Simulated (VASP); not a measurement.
Set up this calculation in VASP 6.6.1, as the native input.

| Quantity | Value |
| --- | --- |
| Task | relaxation of shape and atoms at fixed volume |
| Functional | PBE |
| Dispersion | D3(BJ) |
| Potentials or basis | VASP PAW PBE potentials, release 64 (Sb) |
| Cutoff | 600 eV |
| k mesh | 12 × 12 × 12 |
| Occupations | gaussian, width 0.1 eV |
| Spin | no spin polarisation |
| Dipole correction | no |
| Further INCAR settings | ALGO = Normal; EDIFF = 1e-06; IBRION = 2; EDIFFG = -0.01; NSW = 50; ISIF = 4 |

The structure of Sb lies in POSCAR:

```
Sb
1.0
    2.1830117818      1.2603624399      3.7161093218
   -2.1830117818      1.2603624399      3.7161093218
    0.0000000000     -2.5207248798      3.7161093218
Sb
2
Direct
    0.2361487233      0.2361487233      0.2361487233
    0.7638512767      0.7638512767      0.7638512767
```

The input as run:

INCAR

```
  PREC = Accurate
  ENCUT = 600
  EDIFF = 1E-6
  ISMEAR = 0
  SIGMA = 0.1
  LREAL = F
  LASPH = T
  NELM = 80
  ALGO = Normal
  ISIF = 4
  LWAVE = F
  LCHARG = F
  GGA = PE
  IVDW = 12
  IBRION = 2
  NSW = 50
  EDIFFG = -0.01
```

KPOINTS

```
Automatic mesh
0
Gamma
  12 12 12
```

Potentials or basis: VASP PAW PBE potentials, release 64 (Sb).

Run with:

```bash
$ cat potpaw_PBE.64/Sb/POTCAR > POTCAR
$ mpirun -np 1 vasp_std > vasp.out
```

It gave:

```json
{
  "Energy gained by relaxing": "0.7 meV/atom",
  "Ionic steps": "5",
  "Pressure after relaxing": "-1.3 GPa",
  "Largest force after relaxing": "0.004 eV/Å",
  "Band gap on the k mesh": "zero (bands 5 and 6 overlap by 0.21 eV)",
  "Dispersion energy per atom": "-0.465 eV"
}
```

Caveat: spin-orbit coupling is left out, which moves the levels of the heavy elements.

It took 10 min on 1 thread of AMD EPYC 7R43 64-Core Processor (Zen 3) (shared host), peak memory 0.25 GiB.
